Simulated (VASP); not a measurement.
Write the native input for VASP 6.6.1 that does the following.

```
Task                   : single point
Functional             : LDA
Potentials or basis    : VASP PAW LDA potentials, release 64 (Se)
Cutoff                 : 520 eV
k mesh                 : 16 × 16 × 16
Occupations            : gaussian, width 0.15 eV
Spin                   : no spin polarisation
Dipole correction      : no
Further INCAR settings : ALGO = Normal; EDIFF = 1e-06; NBANDS = 9
```

The structure of Se lies in POSCAR:

```
Se
1.0
    2.7262461294      0.0000000000      0.0000000000
    0.0000000000      2.7262461294      0.0000000000
    0.0000000000      0.0000000000      2.8948799106
Se
1
Direct
    0.0000000000      0.0000000000      0.0000000000
```

This cell differs from its parent crystal: strain -0.030 along x and y, +0.030 along z.

These files were run (other wordings do the same):

INCAR

```
SYSTEM = Se
  PREC = Accurate
  ENCUT = 520
  EDIFF = 1E-6
  ISMEAR = 0
  SIGMA = 0.15
  LREAL = .FALSE.
  LASPH = .TRUE.
  NELM = 60
  ALGO = Normal
  ISIF = 2
  LWAVE = .FALSE.
  LCHARG = .FALSE.
  NBANDS = 9
```

KPOINTS

```
Automatic mesh
0
G
  16 16 16
  0 0 0
```

Potentials or basis: VASP PAW LDA potentials, release 64 (Se).

The run is started by

```sh
$ cat potpaw_LDA.64/Se/POTCAR > POTCAR
$ mpirun -np 1 vasp_std > vasp.out
```

It gave:

```json
{"Pressure": "-0.5 GPa", "Band gap on the k mesh": "zero (bands 3 and 4 overlap by 6.19 eV)"}
```

Caveat: the cell differs from its parent crystal (strain -0.030 along x and y, +0.030 along z).

Run time: 19 s on 1 thread of AMD EPYC 9R45 96-Core Processor (Zen 5), on a shared host, peak memory 0.15 GiB.
